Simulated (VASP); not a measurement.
# K2S (Fm-3m) in VASP: notebook

Runs on K2S. Level: PBE. Tasks: single point.

Everything below comes from runs of VASP 6.6.1. Logs are shortened: lines on timing, memory, paths and dates and some standing lists are left out, and cuts for length are marked.

**1. The cell of the first run**

Symmetry: Fm-3m, No. 225, cubic system. Conventional cell: a = 7.309 Å, b = 7.309 Å, c = 7.309 Å, α = 90.00°, β = 90.00°, γ = 90.00°. K (site symmetry -43m) has 4 S at 3.16 Å and 6 K at 3.65 Å within 4.2 Å. Within 4.2 Å of S (site symmetry m-3m) lie 8 K at 3.16 Å.

**2. Single point, PBE (32.54 Å³/atom)**

The input, INCAR:

```
SYSTEM = K2S
PREC = Accurate
ENCUT = 500
EDIFF = 1E-6
ISMEAR = 0
SIGMA = 0.01
LREAL = .False.
LASPH = .True.
NELM = 120
ALGO = Normal
ISIF = 2
LWAVE = .False.
LCHARG = .False.
GGA = PE
NBANDS = 19
GGA_COMPAT = .False.
```

The input, KPOINTS:

```
Automatic mesh
0
Gamma
  6 6 6
  0 0 0
```

The input, POSCAR:

```
K2S
1.0
    0.0000000000      3.6544736403      3.6544736403
    3.6544736403      0.0000000000      3.6544736403
    3.6544736403      3.6544736403      0.0000000000
K S
2 1
Direct
    0.2500000000      0.2500000000      0.2500000000
    0.7500000000      0.7500000000      0.7500000000
    0.0000000000      0.0000000000      0.0000000000
```

Potentials or basis: VASP PAW PBE potentials, release 64 (K_sv, S).

On the command line:

```sh
> cat potpaw_PBE.64/K_sv/POTCAR potpaw_PBE.64/S/POTCAR > POTCAR
> mpirun -np 1 vasp_std > vasp.out
```

OUTCAR:

```text
SYSTEM = K2S
   PREC = Accurate
   ENCUT = 500
   EDIFF = 1E-6
   ISMEAR = 0
   LREAL = .False.
   LASPH = .True.
   NELM = 120
   ISIF = 2
   GGA = PE

 ion  position               nearest neighbor table
   1  0.250  0.250  0.250-   3 3.16   3 3.16   3 3.16   3 3.16   2 3.65   2 3.65   2 3.65   2 3.65
                             2 3.65   2 3.65
   2  0.750  0.750  0.750-   3 3.16   3 3.16   3 3.16   3 3.16   1 3.65   1 3.65   1 3.65   1 3.65
                             1 3.65   1 3.65
   3  0.000  0.000  0.000-   2 3.16   2 3.16   2 3.16   1 3.16   2 3.16   1 3.16   1 3.16   1 3.16

  LATTYP: Found a face centered cubic cell.
 ALAT       =     7.3089472806

  Lattice vectors:

 A1 = (   0.0000000000,   3.6544736403,   3.6544736403)
 A2 = (   3.6544736403,   0.0000000000,   3.6544736403)
 A3 = (   3.6544736403,   3.6544736403,   0.0000000000)

Analysis of symmetry for initial positions (statically):
=====================================================================
 Subroutine PRICEL returns:
 Original cell was already a primitive cell.

 Routine SETGRP: Setting up the symmetry group for a
 face centered cubic supercell.

 Subroutine GETGRP returns: Found 48 space group operations
 (whereof 48 operations were pure point group operations)
 out of a pool of 48 trial point group operations.

The static configuration has the point symmetry O_h .

Analysis of symmetry for dynamics (positions and initial velocities):
=====================================================================
 Subroutine PRICEL returns:
 Original cell was already a primitive cell.

 Routine SETGRP: Setting up the symmetry group for a
 face centered cubic supercell.

 Subroutine GETGRP returns: Found 48 space group operations
 (whereof 48 operations were pure point group operations)
 out of a pool of 48 trial point group operations.

The dynamic configuration has the point symmetry O_h .

 Subroutine INISYM returns: Found 48 space group operations
 (whereof 48 operations are pure point group operations),
 and found     1 'primitive' translations

----------------------------------------------------------------------------------------

                                     Primitive cell

  volume of cell :      97.6123

  direct lattice vectors                    reciprocal lattice vectors
     0.000000000  3.654473640  3.654473640    -0.136818609  0.136818609  0.136818609
     3.654473640  0.000000000  3.654473640     0.136818609 -0.136818609  0.136818609
     3.654473640  3.654473640  0.000000000     0.136818609  0.136818609 -0.136818609

  length of vectors
     5.168206185  5.168206185  5.168206185     0.236976782  0.236976782  0.236976782

  position of ions in fractional coordinates (direct lattice)
     0.250000000  0.250000000  0.250000000
     0.750000000  0.750000000  0.750000000
     0.000000000  0.000000000  0.000000000

  ion indices of the primitive-cell ions
   primitive index   ion index
                 1           1
                 2           2
                 3           3

----------------------------------------------------------------------------------------

 KPOINTS: Automatic mesh

Automatic generation of k-mesh.
 Grid dimensions read from file:
 generate k-points for:    6    6    6

 Generating k-lattice:

  Cartesian coordinates                     Fractional coordinates (reciprocal lattice)
    -0.022803101  0.022803101  0.022803101     0.166666667  0.000000000  0.000000000
     0.022803101 -0.022803101  0.022803101     0.000000000  0.166666667  0.000000000
     0.022803101  0.022803101 -0.022803101     0.000000000  0.000000000  0.166666667

  Length of vectors
     0.039496130  0.039496130  0.039496130

  Shift w.r.t. Gamma in fractional coordinates (k-lattice)
     0.000000000  0.000000000  0.000000000

 Subroutine IBZKPT returns following result:
 ===========================================

 Found     16 irreducible k-points:

 Following reciprocal coordinates:
            Coordinates               Weight
  0.000000  0.000000  0.000000      1.000000
  0.166667  0.000000  0.000000      8.000000
  0.333333  0.000000  0.000000      8.000000
  0.500000  0.000000  0.000000      4.000000
  0.166667  0.166667  0.000000      6.000000
  0.333333  0.166667  0.000000     24.000000
[... 8 lines left out ...]
 -0.333333  0.333333  0.166667     24.000000
 -0.333333  0.500000  0.166667     12.000000
   k-points           NKPTS =     16   k-points in BZ     NKDIM =     16   number of bands    NBANDS=     19
   number of dos      NEDOS =    301   number of ions     NIONS =      3
   total plane-waves  NPLWV =  64000
   dimension x,y,z NGX =    40 NGY =   40 NGZ =   40
   dimension x,y,z NGXF=    80 NGYF=   80 NGZF=   80
   ions per type =               2   1
   NGX,Y,Z   is equivalent  to a cutoff of  12.87, 12.87, 12.87 a.u.
   NGXF,Y,Z  is equivalent  to a cutoff of  25.73, 25.73, 25.73 a.u.
 SYSTEM =  K2S
   PREC   = accura    normal or accurate (medium, high low for compatibility)
   ISTART =      0    job   : 0-new  1-cont  2-samecut
   ICHARG =      2    charge: 1-file 2-atom 10-const
   ISPIN  =      1    spin polarized calculation?
   LNONCOLLINEAR =      F non collinear calculations
   LSORBIT =      F    spin-orbit coupling
   LASPH  =      T    aspherical Exc in radial PAW
   ENCUT  =  500.0 eV  36.75 Ry    6.06 a.u.   9.42  9.42  9.42*2*pi/ulx,y,z
   NELM   =    120;   NELMIN=  2; NELMDL= -5     # of ELM steps
   EDIFF  = 0.1E-05   stopping-criterion for ELM
   LREAL  =      F    real-space projection
   EDIFFG = 0.1E-04   stopping-criterion for IOM
   NSW    =      0    number of steps for IOM
   IBRION =     -1    ionic relax: 0-MD 1-quasi-New 2-CG
   NFREE  =      0    steps in history (QN), initial steepest desc. (CG)
   ISIF   =      2    stress and relaxation
   ISYM   =      2    0-nonsym 1-usesym 2-fastsym
   POTIM  = 0.5000    time-step for ionic-motion
   TEBEG  =    0.0;   TEEND  =   0.0 temperature during run
   PSTRESS=    0.0 pullay stress
   NELECT =      24.0000    total number of electrons
   NUPDOWN=      -1.0000    fix difference up-down
   EMIN   =  10.00;   EMAX   =-10.00  energy-range for DOS
   EFERMI =   0.00;   METHOD = LEGACY
   ISMEAR =     0;   SIGMA  =   0.01  broadening in eV -4-tet -1-fermi 0-gaus
   EFERMI_NEDOS =   21; number of points for ismear=-14 and -15
   IALGO  =     38    algorithm
   IMIX   =      4    mixing-type and parameters
     AMIX     =   0.40;   BMIX     =  1.00
     AMIX_MAG =   1.60;   BMIX_MAG =  1.00
  volume/ion in A,a.u.               =      32.54       219.57
  Fermi-wavevector in a.u.,A,eV,Ry     =   1.025598  1.938099 14.311300  1.051851
  Thomas-Fermi vector in A             =   2.159446
   LORBIT       =      0    0 simple, 1 ext, 2 COOP (PROOUT), +10 PAW based schemes
   GGA     = PE    functional components
   LHFCALC =     F    Hartree Fock is set to
   AEXX    =    0.0000 exact exchange contribution
   IVDW    =     0    specifies the selected vdW correction
   LEPSILON=     F    determine dielectric tensor
   LRPA    =     F    only Hartree local field effects (RPA)
 non-spin polarized calculation
 Gauss-broadening in eV      SIGMA  =   0.01
  energy-cutoff  :      500.00
  volume of cell :       97.61
 maximum number of plane-waves:      2505
 NGX is ok and might be reduce to    40
   NGX = 19   NGY = 19   NGZ = 19

 number of electron      23.9999999 magnetization

 Free energy of the ion-electron system (eV)
  ---------------------------------------------------
  ext. energy  EPLUGINS =         0.00000000
  ---------------------------------------------------
  free energy    TOTEN  =        -9.39378313 eV

  energy without entropy =       -9.39378313  energy(sigma->0) =       -9.39378313

 E-fermi :  -0.0727     XC(G=0):  -7.4821

 val. band max:       -0.2111895347   @ k =   0.5000   0.5000   0.0000
 cond. band min:       2.2685376803   @ k =   0.0000   0.0000   0.0000
 fundamental gap:      2.4797272150
 Fermi energy:        -0.0727208963

 k-point     1 :       0.0000    0.0000    0.0000
  band No.  band energies     occupation
      1     -29.3608      2.00000
      2     -29.2648      2.00000
      3     -12.9676      2.00000
      4     -12.9676      2.00000
      5     -12.9676      2.00000
      6     -12.7033      2.00000
[... 11 lines left out ...]
     18       7.3962      0.00000
     19       8.3856      0.00000

 k-point     2 :       0.1667    0.0000    0.0000
  band No.  band energies     occupation
      1     -29.3541      2.00000
      2     -29.2709      2.00000
      3     -12.9618      2.00000
      4     -12.9524      2.00000
      5     -12.9524      2.00000
      6     -12.7539      2.00000
[... 11 lines left out ...]
     18       7.5287      0.00000
     19       7.9059      0.00000

 k-point     3 :       0.3333    0.0000    0.0000
  band No.  band energies     occupation
      1     -29.3359      2.00000
      2     -29.2879      2.00000
      3     -12.9588      2.00000
      4     -12.9090      2.00000
      5     -12.9090      2.00000
      6     -12.8395      2.00000
[... 11 lines left out ...]
     18       7.5451      0.00000
     19       7.5451      0.00000

 k-point     4 :       0.5000    0.0000    0.0000
  band No.  band energies     occupation
      1     -29.3117      2.00000
      2     -29.3115      2.00000
      3     -12.9686      2.00000
      4     -12.8680      2.00000
      5     -12.8510      2.00000
      6     -12.8510      2.00000
[... 11 lines left out ...]
     18       7.4672      0.00000
     19       7.6495      0.00000

 k-point     5 :       0.1667    0.1667    0.0000
  band No.  band energies     occupation
      1     -29.3524      2.00000
      2     -29.2724      2.00000
      3     -12.9856      2.00000
      4     -12.9856      2.00000
      5     -12.8846      2.00000
      6     -12.8402      2.00000
[... 11 lines left out ...]
     18       7.3206      0.00000
     19       7.3206      0.00000

 k-point     6 :       0.3333    0.1667    0.0000
  band No.  band energies     occupation
      1     -29.3396      2.00000
      2     -29.2842      2.00000
      3     -13.0056      2.00000
      4     -12.9825      2.00000
      5     -12.9458      2.00000
      6     -12.8073      2.00000
[... 11 lines left out ...]
     18       7.3080      0.00000
     19       8.0640      0.00000

 k-point     7 :       0.5000    0.1667    0.0000
  band No.  band energies     occupation
      1     -29.3194      2.00000
      2     -29.3035      2.00000
      3     -13.0588      2.00000
      4     -12.9585      2.00000
      5     -12.9408      2.00000
      6     -12.7747      2.00000
[... 11 lines left out ...]
     18       7.2051      0.00000
     19       8.0125      0.00000

 k-point     8 :      -0.3333    0.1667    0.0000
  band No.  band energies     occupation
      1     -29.3254      2.00000
      2     -29.2977      2.00000
      3     -13.0579      2.00000
      4     -12.9276      2.00000
      5     -12.8697      2.00000
      6     -12.8425      2.00000
[... 80 lines left out ...]
 k-point    12 :      -0.3333    0.3333    0.0000
  band No.  band energies     occupation
      1     -29.3112      2.00000
      2     -29.3112      2.00000
      3     -13.1506      2.00000
      4     -12.9902      2.00000
      5     -12.9564      2.00000
      6     -12.7559      2.00000
[... 11 lines left out ...]
     18       7.3510      0.00000
     19       7.9854      0.00000

 k-point    13 :       0.5000    0.5000    0.0000
  band No.  band energies     occupation
      1     -29.3269      2.00000
      2     -29.2951      2.00000
      3     -13.2069      2.00000
      4     -13.0384      2.00000
      5     -13.0384      2.00000
      6     -12.6613      2.00000
[... 11 lines left out ...]
     18       7.5161      0.00000
     19       7.7870      0.00000

 k-point    14 :       0.5000    0.3333    0.1667
  band No.  band energies     occupation
      1     -29.3274      2.00000
      2     -29.2955      2.00000
      3     -13.0978      2.00000
      4     -13.0188      2.00000
      5     -12.9322      2.00000
      6     -12.7755      2.00000
[... 11 lines left out ...]
     18       7.5313      0.00000
     19       7.8670      0.00000

 k-point    15 :      -0.3333    0.3333    0.1667
  band No.  band energies     occupation
      1     -29.3112      2.00000
      2     -29.3112      2.00000
      3     -13.1416      2.00000
      4     -13.0396      2.00000
      5     -12.8578      2.00000
      6     -12.8549      2.00000
[... 11 lines left out ...]
     18       7.2045      0.00000
     19       7.9604      0.00000

 k-point    16 :      -0.3333    0.5000    0.1667
  band No.  band energies     occupation
      1     -29.3190      2.00000
      2     -29.3031      2.00000
      3     -13.1868      2.00000
      4     -13.0603      2.00000
      5     -12.9474      2.00000
      6     -12.7589      2.00000
[... 11 lines left out ...]
     18       7.4461      0.00000
     19       7.8523      0.00000

------------------------ aborting loop because EDIFF is reached ----------------------------------------

  FORCE on cell =-STRESS in cart. coord.  units (eV):
  Direction    XX          YY          ZZ          XY          YZ          ZX
  --------------------------------------------------------------------------------------
  -------------------------------------------------------------------------------------
  Total        0.8212627      0.8212627      0.8212627     -0.0000000      0.0000000      0.0000000
  in kB       13.4799472     13.4799472     13.4799472     -0.0000000      0.0000000      0.0000000
  external PRESSURE =      13.4799472 kB  Pullay stress =       0.0000000 kB

 VOLUME and BASIS-vectors are now :
 -----------------------------------------------------------------------------
  energy-cutoff  :      500.00
  volume of cell :       97.61
      direct lattice vectors                 reciprocal lattice vectors
     0.000000000  3.654473640  3.654473640    -0.136818609  0.136818609  0.136818609
     3.654473640  0.000000000  3.654473640     0.136818609 -0.136818609  0.136818609
     3.654473640  3.654473640  0.000000000     0.136818609  0.136818609 -0.136818609

 POSITION                                       TOTAL-FORCE (eV/Angst)
 -----------------------------------------------------------------------------------
      1.82724      1.82724      1.82724         0.000000     -0.000000     -0.000000
      5.48171      5.48171      5.48171        -0.000000      0.000000     -0.000000
      0.00000      0.00000      0.00000         0.000000     -0.000000      0.000000
 -----------------------------------------------------------------------------------
    total drift:                               -0.000000     -0.000000      0.000000

  FREE ENERGIE OF THE ION-ELECTRON SYSTEM (eV)
  ---------------------------------------------------
  free  energy   TOTEN  =        -9.3937831332 eV

  energy  without entropy=       -9.3937831332  energy(sigma->0) =       -9.39378313
```

It took 41 s on 1 thread of Intel Xeon Platinum 8175M at 2.50GHz (Skylake/Cascade Lake), shared host; peak memory 0.23 GiB.

Results:

| Item | Value |
| --- | --- |
| Free energy | -9.3938 eV |
| Pressure | 1.3 GPa |
| Band gap on the k mesh | 2.48 eV (least direct gap 2.71 eV) |

Levels at points of the mesh, in eV from the valence-band top:
```
           k point  band 9  band 10  band 11  band 12  band 13  band 14  band 15  band 16
(0.00, 0.00, 0.00)   -9.65    -0.23    -0.23    -0.23     2.48     5.47     5.47     7.61
(0.50, 0.00, 0.00)   -9.42    -0.64    -0.08    -0.08     4.79     5.20     5.87     5.87
(0.50, 0.50, 0.00)   -9.37    -0.79     0.00     0.00     3.52     5.36     6.66     6.80
```

**3. Single point, PBE (33.58 Å³/atom)**

This run uses another cell than the first one, of 33.58 Å³/atom.

The input, INCAR:

```
PREC = Accurate
ENCUT = 500
EDIFF = 1E-6
ISMEAR = 0
SIGMA = 0.01
LREAL = False
LASPH = True
NELM = 120
ALGO = Normal
ISIF = 2
LWAVE = False
LCHARG = False
GGA = PE
NBANDS = 19
GGA_COMPAT = False
```

The input, KPOINTS:

```
Automatic mesh
0
Gamma
  6 6 6
```

The input, POSCAR:

```
K2S
1.0
    0.0000000000      3.6929446110      3.6929446110
    3.6929446110      0.0000000000      3.6929446110
    3.6929446110      3.6929446110      0.0000000000
K S
2 1
Direct
    0.2500000000      0.2500000000      0.2500000000
    0.7500000000      0.7500000000      0.7500000000
    0.0000000000      0.0000000000      0.0000000000
```

Potentials or basis: VASP PAW PBE potentials, release 64 (K_sv, S).

On the command line:

```sh
> cat potpaw_PBE.64/K_sv/POTCAR potpaw_PBE.64/S/POTCAR > POTCAR
> mpirun -np 1 vasp_std > vasp.out
```

It took 55 s on 1 thread of Intel Xeon Platinum 8175M at 2.50GHz (Skylake/Cascade Lake), shared host; peak memory 0.23 GiB.

The run converged. Its results:

```
Free energy            : -9.4136 eV
Pressure               : 0.6 GPa
Band gap on the k mesh : 2.40 eV (least direct gap 2.60 eV)
```

Levels at points of the mesh, in eV from the valence-band top:
| k point | band 9 | band 10 | band 11 | band 12 | band 13 | band 14 | band 15 | band 16 |
| --- | --- | --- | --- | --- | --- | --- | --- | --- |
| (0.00, 0.00, 0.00) | -9.62 | -0.20 | -0.20 | -0.20 | 2.40 | 5.47 | 5.47 | 7.50 |
| (0.50, 0.00, 0.00) | -9.42 | -0.62 | -0.07 | -0.07 | 4.73 | 5.05 | 5.83 | 5.83 |
| (0.50, 0.50, 0.00) | -9.37 | -0.75 | 0.00 | 0.00 | 3.52 | 5.31 | 6.63 | 6.64 |

A k mesh can miss the band edges. Expect the measured gap to be larger: semilocal functionals such as PBE lack the derivative discontinuity.
